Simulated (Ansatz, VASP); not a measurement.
# As in VASP and in Ansatz

INCAR

```
SYSTEM = As
PREC = Accurate
ENCUT = 520
EDIFF = 1E-7
ISMEAR = -1
SIGMA = 0.1
LREAL = .False.
LASPH = .True.
NELM = 150
ALGO = Normal
ISIF = 2
LWAVE = .False.
LCHARG = .True.
LNONCOLLINEAR = .True.
MAGMOM = 0 0 0 0 0 0
LORBIT = 11
LSORBIT = .True.
GGA_COMPAT = .False.
LORBMOM = .True.
GGA = PE
LVHAR = .True.
NBANDS = 22
```

Contents of KPOINTS:

```
Automatic mesh
0
Gamma
  12 12 7
  0 0 0
```

POSCAR

```
As
1.0
    3.0770374710      0.0000000000      0.0000000000
   -1.5385187355      2.6647926183      0.0000000000
    0.0000000000      0.0000000000      4.6958290275
As
2
Direct
    0.3333333333      0.6666666667      0.2500000000
    0.6666666667      0.3333333333      0.7500000000
```

Input for Ansatz:

```yaml
crystal:
  lattice:
    - [3.077037471, 0.0, 0.0]
    - [-1.5385187355, 2.6647926183, 0.0]
    - [0.0, 0.0, 4.6958290275]
  atoms:
    - { symbol: As, position: [0.3333333333, 0.6666666667, 0.25] }
    - { symbol: As, position: [0.6666666667, 0.3333333333, 0.75] }
hamiltonian:
  xc: pbe
  pseudopotentials:
    kind: paw_fr
    azcp:
      As: "pseudopotentials/As.paw.azcp"
basis:
  ecutwfc: 420
  fft_grid_basis: typed
kpoints:
  mp_grid: { grid: [12, 12, 7], shift: [0, 0, 0] }
magnetization:
  noncollinear: true
  spin_orbit: true
scf:
  occupations: { method: fermi_dirac, width: 0.1 }
```

Alike in both runs: task single point; functional PBE; k mesh 12 × 12 × 7; occupations fermi-dirac, width 0.1 eV; non-collinear spin, spin-orbit coupling.

```csv
,VASP,Ansatz
version,VASP 6.6.1,Ansatz 0.2.0
potentials or method,"VASP PAW PBE potentials, release 64 (As), cutoff 520 eV","plane waves (420 eV) with PAW, fully relativistic with spin-orbit coupling"
valence electrons in the cell,10,30
```

|  | VASP | Ansatz | Ansatz less VASP |
| --- | --- | --- | --- |
| net moment per atom (μB) | 0.00 | 0.00 | 0.000 |

VASP's potentials hold 10 valence electrons a cell and Ansatz's 30, so a difference there can come from the potentials and not from the codes.
